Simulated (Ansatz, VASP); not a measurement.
# Two plane-wave programs on SiW4

```
Si W
1.0
     6.09420    0.00000    0.00000
     0.00000    6.09420    0.00000
     0.00000    0.00000    2.66334
Si W
1 4
Direct
  0.00000 0.00000 0.00000
  0.20365 0.50000 0.50000
  0.79635 0.50000 0.50000
  0.50000 0.20365 0.50000
  0.50000 0.79635 0.50000
```

Alike in both runs: task relaxation of cell and atoms; functional PBE; k mesh 4 × 4 × 6; occupations gaussian, width 0.1 eV; no spin polarisation.

|  | VASP | Ansatz |
| --- | --- | --- |
| version | VASP 6.6.1 | Ansatz 0.2.0 |
| potentials or method | VASP PAW PBE potentials, release 64 (Si, W_sv), cutoff 600 eV | scalar-relativistic, plane waves, PAW |
| valence electrons in the cell | 60 | 60 |

```tsv
	VASP	Ansatz	Ansatz less VASP
gap on the k mesh at the Fermi level, each at its own relaxed structure (eV)	none	none	-
relaxed volume (Å³/atom)	19.72	19.67	-0.051
relaxed cell length with the largest relative difference (Å)	6.139	6.133	-0.0064
```

A gap of «none» marks a metal or a gap that the smearing closes.

The k mesh is coarse, so the values compare programs but aren't converged. Neither program's run includes spin-orbit coupling.
